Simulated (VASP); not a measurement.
# Nb (Fm-3m) in VASP: notebook

The runs below take Nb through single point, with PBE.

All numbers are computed with VASP 6.6.1; they aren't measurements. Logs are shortened: lines on timing, memory, paths and dates and some standing lists are left out, and cuts for length are marked.

### 1 The cell of the first run

It takes space group Fm-3m (No. 225, cubic). The conventional cell has a = 3.971 Å, b = 3.971 Å, c = 3.971 Å, α = 90.00°, β = 90.00°, γ = 90.00°. Nb (site symmetry m-3m) has 12 Nb at 2.81 Å within 3.7 Å.

This isn't the form of Nb at room conditions, which is bcc.

### 2 Single point, PBE

INCAR reads:

```
SYSTEM = Nb
PREC = Accurate
ENCUT = 500
EDIFF = 1E-6
ISMEAR = 1
SIGMA = 0.1
LREAL = .False.
LASPH = .True.
NELM = 120
ALGO = Normal
ISIF = 2
LWAVE = .False.
LCHARG = .True.
GGA = PE
LELF = .True.
LVHAR = .True.
NBANDS = 12
GGA_COMPAT = .False.
```

KPOINTS reads:

```
regular mesh
0
Gamma
  8 8 8
  0 0 0
```

POSCAR reads:

```
Nb
1.0
    0.0000000000      1.9853332112      1.9853332112
    1.9853332112      0.0000000000      1.9853332112
    1.9853332112      1.9853332112      0.0000000000
Nb
1
Direct
    0.0000000000      0.0000000000      0.0000000000
```

Potentials or basis: VASP PAW PBE potentials, release 64 (Nb_sv).

Started as:

```
$ cat potpaw_PBE.64/Nb_sv/POTCAR > POTCAR
$ mpirun -np 1 vasp_std > vasp.out
```

OUTCAR:

```text
SYSTEM = Nb
   PREC = Accurate
   ENCUT = 500
   EDIFF = 1E-6
   ISMEAR = 1
   LREAL = .False.
   LASPH = .True.
   NELM = 120
   ISIF = 2
   GGA = PE

 ion  position               nearest neighbor table
   1  0.000  0.000  0.000-

  LATTYP: Found a face centered cubic cell.
 ALAT       =     3.9706664224

  Lattice vectors:

 A1 = (   0.0000000000,   1.9853332112,   1.9853332112)
 A2 = (   1.9853332112,   0.0000000000,   1.9853332112)
 A3 = (   1.9853332112,   1.9853332112,   0.0000000000)

Analysis of symmetry for initial positions (statically):
=====================================================================
 Subroutine PRICEL returns:
 Original cell was already a primitive cell.

 Routine SETGRP: Setting up the symmetry group for a
 face centered cubic supercell.

 Subroutine GETGRP returns: Found 48 space group operations
 (whereof 48 operations were pure point group operations)
 out of a pool of 48 trial point group operations.

The static configuration has the point symmetry O_h .

Analysis of symmetry for dynamics (positions and initial velocities):
=====================================================================
 Subroutine PRICEL returns:
 Original cell was already a primitive cell.

 Routine SETGRP: Setting up the symmetry group for a
 face centered cubic supercell.

 Subroutine GETGRP returns: Found 48 space group operations
 (whereof 48 operations were pure point group operations)
 out of a pool of 48 trial point group operations.

The dynamic configuration has the point symmetry O_h .

 Subroutine INISYM returns: Found 48 space group operations
 (whereof 48 operations are pure point group operations),
 and found     1 'primitive' translations

----------------------------------------------------------------------------------------

                                     Primitive cell

  volume of cell :      15.6506

  direct lattice vectors                    reciprocal lattice vectors
     0.000000000  1.985333211  1.985333211    -0.251846893  0.251846893  0.251846893
     1.985333211  0.000000000  1.985333211     0.251846893 -0.251846893  0.251846893
     1.985333211  1.985333211  0.000000000     0.251846893  0.251846893 -0.251846893

  length of vectors
     2.807685153  2.807685153  2.807685153     0.436211614  0.436211614  0.436211614

  position of ions in fractional coordinates (direct lattice)
     0.000000000  0.000000000  0.000000000

  ion indices of the primitive-cell ions
   primitive index   ion index
                 1           1

----------------------------------------------------------------------------------------

 KPOINTS: regular mesh

Automatic generation of k-mesh.
 Grid dimensions read from file:
 generate k-points for:    8    8    8

 Generating k-lattice:

  Cartesian coordinates                     Fractional coordinates (reciprocal lattice)
    -0.031480862  0.031480862  0.031480862     0.125000000  0.000000000  0.000000000
     0.031480862 -0.031480862  0.031480862     0.000000000  0.125000000  0.000000000
     0.031480862  0.031480862 -0.031480862     0.000000000  0.000000000  0.125000000

  Length of vectors
     0.054526452  0.054526452  0.054526452

  Shift w.r.t. Gamma in fractional coordinates (k-lattice)
     0.000000000  0.000000000  0.000000000

 Subroutine IBZKPT returns following result:
 ===========================================

 Found     29 irreducible k-points:

 Following reciprocal coordinates:
            Coordinates               Weight
  0.000000  0.000000  0.000000      1.000000
  0.125000  0.000000  0.000000      8.000000
  0.250000  0.000000  0.000000      8.000000
  0.375000  0.000000  0.000000      8.000000
  0.500000  0.000000  0.000000      4.000000
  0.125000  0.125000  0.000000      6.000000
[... 16 lines left out ...]
  0.500000  0.250000  0.125000     48.000000
 -0.375000  0.250000  0.125000     24.000000
 [... further k-points ...]
   k-points           NKPTS =     29   k-points in BZ     NKDIM =     29   number of bands    NBANDS=     12
   number of dos      NEDOS =    301   number of ions     NIONS =      1
   total plane-waves  NPLWV =   8000
   dimension x,y,z NGX =    20 NGY =   20 NGZ =   20
   dimension x,y,z NGXF=    40 NGYF=   40 NGZF=   40
   ions per type =               1
   NGX,Y,Z   is equivalent  to a cutoff of  11.84, 11.84, 11.84 a.u.
   NGXF,Y,Z  is equivalent  to a cutoff of  23.68, 23.68, 23.68 a.u.
 SYSTEM =  Nb
   PREC   = accura    normal or accurate (medium, high low for compatibility)
   ISTART =      0    job   : 0-new  1-cont  2-samecut
   ICHARG =      2    charge: 1-file 2-atom 10-const
   ISPIN  =      1    spin polarized calculation?
   LNONCOLLINEAR =      F non collinear calculations
   LSORBIT =      F    spin-orbit coupling
   LASPH  =      T    aspherical Exc in radial PAW
   ENCUT  =  500.0 eV  36.75 Ry    6.06 a.u.   5.12  5.12  5.12*2*pi/ulx,y,z
   NELM   =    120;   NELMIN=  2; NELMDL= -5     # of ELM steps
   EDIFF  = 0.1E-05   stopping-criterion for ELM
   LREAL  =      F    real-space projection
   EDIFFG = 0.1E-04   stopping-criterion for IOM
   NSW    =      0    number of steps for IOM
   IBRION =     -1    ionic relax: 0-MD 1-quasi-New 2-CG
   NFREE  =      0    steps in history (QN), initial steepest desc. (CG)
   ISIF   =      2    stress and relaxation
   ISYM   =      2    0-nonsym 1-usesym 2-fastsym
   POTIM  = 0.5000    time-step for ionic-motion
   TEBEG  =    0.0;   TEEND  =   0.0 temperature during run
   PSTRESS=    0.0 pullay stress
   NELECT =      13.0000    total number of electrons
   NUPDOWN=      -1.0000    fix difference up-down
   EMIN   =  10.00;   EMAX   =-10.00  energy-range for DOS
   EFERMI =   0.00;   METHOD = LEGACY
   ISMEAR =     1;   SIGMA  =   0.10  broadening in eV -4-tet -1-fermi 0-gaus
   EFERMI_NEDOS =   21; number of points for ismear=-14 and -15
   IALGO  =     38    algorithm
   IMIX   =      4    mixing-type and parameters
     AMIX     =   0.40;   BMIX     =  1.00
     AMIX_MAG =   1.60;   BMIX_MAG =  1.00
  volume/ion in A,a.u.               =      15.65       105.62
  Fermi-wavevector in a.u.,A,eV,Ry     =   1.538908  2.908114 32.221815  2.368237
  Thomas-Fermi vector in A             =   2.645210
   LORBIT       =      0    0 simple, 1 ext, 2 COOP (PROOUT), +10 PAW based schemes
   GGA     = PE    functional components
   LHFCALC =     F    Hartree Fock is set to
   AEXX    =    0.0000 exact exchange contribution
   IVDW    =     0    specifies the selected vdW correction
   LEPSILON=     F    determine dielectric tensor
   LRPA    =     F    only Hartree local field effects (RPA)
 non-spin polarized calculation
 Methfessel and Paxton  Order N= 1 SIGMA  =   0.10
  energy-cutoff  :      500.00
  volume of cell :       15.65
 maximum number of plane-waves:       415
   NGX = 11   NGY = 11   NGZ = 11

 number of electron      12.9999998 magnetization

 Free energy of the ion-electron system (eV)
  ---------------------------------------------------
  ext. energy  EPLUGINS =         0.00000000
  ---------------------------------------------------
  free energy    TOTEN  =        -9.55627975 eV

  energy without entropy =       -9.55700295  energy(sigma->0) =       -9.55652082

 E-fermi :  13.7560     XC(G=0): -13.2434

 val. band max:       13.6331596120   @ k =   0.0000   0.0000   0.0000
 cond. band min:      13.7751208821   @ k =  -0.3750   0.2500   0.1250
 fundamental gap:      0.1419612701
 Fermi energy:        13.7559963855

 k-point     1 :       0.0000    0.0000    0.0000
  band No.  band energies     occupation
      1     -40.9733      2.00000
      2     -15.9019      2.00000
      3     -15.9019      2.00000
      4     -15.9019      2.00000
      5       7.1282      2.00000
      6      13.6332      2.07091
      7      13.6332      2.07091
      8      13.6332      2.07091
      9      16.9597      0.00000
     10      16.9597      0.00000
     11      25.6510      0.00000
     12      31.2697      0.00000

 k-point     2 :       0.1250    0.0000    0.0000
  band No.  band energies     occupation
      1     -40.9166      2.00000
      2     -16.2336      2.00000
      3     -15.9411      2.00000
      4     -15.9411      2.00000
      5       7.8139      2.00000
      6      13.1406      2.00000
      7      13.9277     -0.03561
      8      13.9277     -0.03561
      9      16.6913      0.00000
     10      16.6913      0.00000
     11      26.9780      0.00000
     12      29.3934      0.00000

 k-point     3 :       0.2500    0.0000    0.0000
  band No.  band energies     occupation
      1     -40.7771      2.00000
      2     -16.9925      2.00000
      3     -16.0344      2.00000
      4     -16.0344      2.00000
      5       9.0883      2.00000
      6      12.8921      2.00000
      7      14.0814     -0.00004
      8      14.0814     -0.00004
      9      16.9841      0.00000
     10      16.9841      0.00000
     11      26.4603      0.00000
     12      30.5771      0.00000
[... 286 lines left out ...]
 k-point    23 :       0.5000    0.2500    0.1250
  band No.  band energies     occupation
      1     -40.5562      2.00000
      2     -17.5410      2.00000
      3     -16.6591      2.00000
      4     -16.2782      2.00000
      5      10.6739      2.00000
      6      11.8795      2.00000
      7      12.8029      2.00000
      8      15.3677     -0.00000
      9      17.9642      0.00000
     10      21.4850      0.00000
     11      27.4109      0.00000
     12      29.7634      0.00000

 k-point    24 :      -0.3750    0.2500    0.1250
  band No.  band energies     occupation
      1     -40.5073      2.00000
      2     -17.7041      2.00000
      3     -16.7303      2.00000
      4     -16.3412      2.00000
      5      10.6593      2.00000
      6      11.5206      2.00000
      7      13.7751      0.68278
      8      14.9774     -0.00000
      9      18.9987      0.00000
     10      22.7344      0.00000
     11      25.5565      0.00000
     12      29.1589      0.00000

 [... further k-points ...]

------------------------ aborting loop because EDIFF is reached ----------------------------------------

  FORCE on cell =-STRESS in cart. coord.  units (eV):
  Direction    XX          YY          ZZ          XY          YZ          ZX
  --------------------------------------------------------------------------------------
  -------------------------------------------------------------------------------------
  Total        3.8711663      3.8711663      3.8711663      0.0000000     -0.0000000      0.0000000
  in kB      396.2982826    396.2982826    396.2982826      0.0000000     -0.0000000      0.0000000
  external PRESSURE =     396.2982826 kB  Pullay stress =       0.0000000 kB

 VOLUME and BASIS-vectors are now :
 -----------------------------------------------------------------------------
  energy-cutoff  :      500.00
  volume of cell :       15.65
      direct lattice vectors                 reciprocal lattice vectors
     0.000000000  1.985333211  1.985333211    -0.251846893  0.251846893  0.251846893
     1.985333211  0.000000000  1.985333211     0.251846893 -0.251846893  0.251846893
     1.985333211  1.985333211  0.000000000     0.251846893  0.251846893 -0.251846893

 POSITION                                       TOTAL-FORCE (eV/Angst)
 -----------------------------------------------------------------------------------
      0.00000      0.00000      0.00000        -0.000000     -0.000000      0.000000
 -----------------------------------------------------------------------------------
    total drift:                                0.000000      0.000000      0.000000

  FREE ENERGIE OF THE ION-ELECTRON SYSTEM (eV)
  ---------------------------------------------------
  free  energy   TOTEN  =        -9.5562797530 eV

  energy  without entropy=       -9.5570029475  energy(sigma->0) =       -9.55652082
```

Run time: 10 s. Hardware: 1 thread of Intel Xeon Platinum 8175M at 2.50GHz (Skylake/Cascade Lake), shared host; peak memory 0.12 GiB.

What came out:

```
Free energy            : -9.5563 eV
Pressure               : 39.6 GPa
Band gap on the k mesh : zero (an odd number of electrons rules out a gap without spin polarisation)
```

Caveat: the cell stands under pressure.

### 3 Single point, PBE

This run uses another cell than the first one, of 14.78 Å³/atom.

INCAR reads:

```
ALGO = Normal
EDIFF = 1E-6
ENCUT = 500
GGA = PE
GGA_COMPAT = False
ISIF = 2
ISMEAR = 1
LASPH = True
LCHARG = False
LREAL = False
LWAVE = False
NBANDS = 12
NELM = 120
PREC = Accurate
SIGMA = 0.1
```

KPOINTS reads:

```
k-points
0
Gamma
  8 8 8
```

POSCAR reads:

```
Nb
1.0
    0.0000000000      1.9477145977      1.9477145977
    1.9477145977      0.0000000000      1.9477145977
    1.9477145977      1.9477145977      0.0000000000
Nb
1
Direct
    0.0000000000      0.0000000000      0.0000000000
```

Potentials or basis: VASP PAW PBE potentials, release 64 (Nb_sv).

Started as:

```
$ cat potpaw_PBE.64/Nb_sv/POTCAR > POTCAR
$ mpirun -np 1 vasp_std > vasp.out
```

OUTCAR:

```text
EDIFF = 1E-6
   ENCUT = 500
   GGA = PE
   ISIF = 2
   ISMEAR = 1
   LASPH = True
   LREAL = False
   NELM = 120
   PREC = Accurate

 ion  position               nearest neighbor table
   1  0.000  0.000  0.000-

  LATTYP: Found a face centered cubic cell.
 ALAT       =     3.8954291954

  Lattice vectors:

 A1 = (   0.0000000000,   1.9477145977,   1.9477145977)
 A2 = (   1.9477145977,   0.0000000000,   1.9477145977)
 A3 = (   1.9477145977,   1.9477145977,   0.0000000000)

[... 537 lines left out ...]
     12      30.5162      0.00000

 [... further k-points ...]

------------------------ aborting loop because EDIFF is reached ----------------------------------------

  FORCE on cell =-STRESS in cart. coord.  units (eV):
  Direction    XX          YY          ZZ          XY          YZ          ZX
  --------------------------------------------------------------------------------------
  -------------------------------------------------------------------------------------
  Total        5.4583476      5.4583476      5.4583476      0.0000000      0.0000000     -0.0000000
  in kB      591.7875435    591.7875435    591.7875435      0.0000000      0.0000000     -0.0000000
  external PRESSURE =     591.7875435 kB  Pullay stress =       0.0000000 kB

 VOLUME and BASIS-vectors are now :
 -----------------------------------------------------------------------------
  energy-cutoff  :      500.00
  volume of cell :       14.78
      direct lattice vectors                 reciprocal lattice vectors
     0.000000000  1.947714598  1.947714598    -0.256711122  0.256711122  0.256711122
     1.947714598  0.000000000  1.947714598     0.256711122 -0.256711122  0.256711122
     1.947714598  1.947714598  0.000000000     0.256711122  0.256711122 -0.256711122

 POSITION                                       TOTAL-FORCE (eV/Angst)
 -----------------------------------------------------------------------------------
      0.00000      0.00000      0.00000         0.000000      0.000000      0.000000
 -----------------------------------------------------------------------------------
    total drift:                                0.000000     -0.000000      0.000000

  FREE ENERGIE OF THE ION-ELECTRON SYSTEM (eV)
  ---------------------------------------------------
  free  energy   TOTEN  =        -9.2863210479 eV

  energy  without entropy=       -9.2863138489  energy(sigma->0) =       -9.28631865
```

Run time: 10 s. Hardware: 1 thread of Intel Xeon Platinum 8175M at 2.50GHz (Skylake/Cascade Lake), shared host; peak memory 0.12 GiB.

Results:

```
Free energy            : -9.2863 eV
Pressure               : 59.2 GPa
Band gap on the k mesh : zero (an odd number of electrons rules out a gap without spin polarisation)
```

Caveat: the cell stands under pressure.

### 4 Single point, PBE

This run uses another cell than the first one, of 16.88 Å³/atom.

INCAR reads:

```
SYSTEM = Nb
PREC = Accurate
ENCUT = 500
EDIFF = 1E-6
ISMEAR = 1
SIGMA = 0.1
LREAL = .False.
LASPH = .True.
NELM = 120
ALGO = Normal
ISIF = 2
LWAVE = .False.
LCHARG = .False.
GGA = PE
NBANDS = 12
GGA_COMPAT = .False.
```

KPOINTS reads:

```
Automatic mesh
0
Gamma
  8 8 8
  0 0 0
```

POSCAR reads:

```
Nb
1.0
    0.0000000000      2.0359511801      2.0359511801
    2.0359511801      0.0000000000      2.0359511801
    2.0359511801      2.0359511801      0.0000000000
Nb
1
Direct
    0.0000000000      0.0000000000      0.0000000000
```

Started as:

```
$ cat potpaw_PBE.64/Nb_sv/POTCAR > POTCAR
$ mpirun -np 1 vasp_std > vasp.out
```

Run time: 11 s. Hardware: 1 thread of Intel Xeon Platinum 8175M at 2.50GHz (Skylake/Cascade Lake), shared host; peak memory 0.13 GiB.

The run converged. Its results:

| Item | Value |
| --- | --- |
| Free energy | -9.7792 eV |
| Pressure | 19.6 GPa |
| Band gap on the k mesh | zero (an odd number of electrons rules out a gap without spin polarisation) |

Levels at points of the mesh, in eV from the Fermi level:
| k point | band 2 | band 3 | band 4 | band 5 | band 6 | band 7 | band 8 | band 9 | band 10 | band 11 |
| --- | --- | --- | --- | --- | --- | --- | --- | --- | --- | --- |
| (0.00, 0.00, 0.00) | -29.84 | -29.84 | -29.84 | -6.46 | 0.02 | 0.02 | 0.02 | 3.03 | 3.03 | 11.91 |
| (0.50, 0.00, 0.00) | -31.50 | -30.05 | -30.05 | -4.26 | -0.21 | -0.21 | 1.81 | 5.31 | 5.31 | 11.70 |
| (0.50, 0.50, 0.00) | -31.38 | -30.43 | -30.43 | -4.67 | -3.88 | 4.29 | 5.30 | 5.98 | 5.98 | 12.14 |

Caveat: the cell stands under pressure.

### 5 Single point, PBE

This run uses another cell than the first one, of 18.71 Å³/atom.

INCAR reads:

```
SYSTEM = Nb
  ALGO = Normal
  EDIFF = 1E-6
  ENCUT = 500
  GGA = PE
  GGA_COMPAT = .FALSE.
  ISIF = 2
  ISMEAR = 1
  LASPH = .TRUE.
  LCHARG = .FALSE.
  LREAL = .FALSE.
  LWAVE = .FALSE.
  NBANDS = 12
  NELM = 120
  PREC = Accurate
  SIGMA = 0.1
```

KPOINTS reads:

```
k-points
0
G
  8 8 8
  0 0 0
```

POSCAR reads:

```
Nb
1.0
    0.0000000000      2.1072496819      2.1072496819
    2.1072496819      0.0000000000      2.1072496819
    2.1072496819      2.1072496819      0.0000000000
Nb
1
Direct
    0.0000000000      0.0000000000      0.0000000000
```

Started as:

```
$ cat potpaw_PBE.64/Nb_sv/POTCAR > POTCAR
$ mpirun -np 1 vasp_std > vasp.out
```

Wall time 12 s (1 thread of Intel Xeon Platinum 8175M at 2.50GHz (Skylake/Cascade Lake), shared host); peak memory 0.13 GiB.

The run converged. Its results:

```yaml
Free_energy: -9.8839 eV
Pressure: -0.3 GPa
Band_gap_on_the_k_mesh: zero (an odd number of electrons rules out a gap without spin polarisation)
```

Levels at points of the mesh, in eV from the Fermi level:
```tsv
k point	band 2	band 3	band 4	band 5	band 6	band 7	band 8	band 9	band 10	band 11
(0.00, 0.00, 0.00)	-30.16	-30.16	-30.16	-6.24	0.10	0.10	0.10	2.71	2.71	11.82
(0.50, 0.00, 0.00)	-31.36	-30.32	-30.32	-3.85	-0.08	-0.08	1.37	4.68	4.68	10.49
(0.50, 0.50, 0.00)	-31.28	-30.59	-30.59	-4.07	-3.33	3.60	4.66	5.24	5.24	11.28
```

### 6 Summary

```csv
cell,gap on the mesh (eV),pressure (GPa)
"a = 2.808 Å, angles 60.0°, 1 atom",none,39.6
"a = 2.754 Å, angles 60.0°, 1 atom",none,59.2
"a = 2.879 Å, angles 60.0°, 1 atom",none,19.6
"a = 2.980 Å, angles 60.0°, 1 atom",none,-0.3
```

Alike in all rows: task single point; level PBE; potentials or basis VASP PAW PBE potentials, release 64 (Nb_sv); no spin polarisation; k mesh 8 × 8 × 8; cutoff (eV) 500; smearing methfessel-paxton 0.1 eV.

Caveats: the cell stands under pressure (at least some runs).

Absolute energies hang on the potentials; compare differences alone.
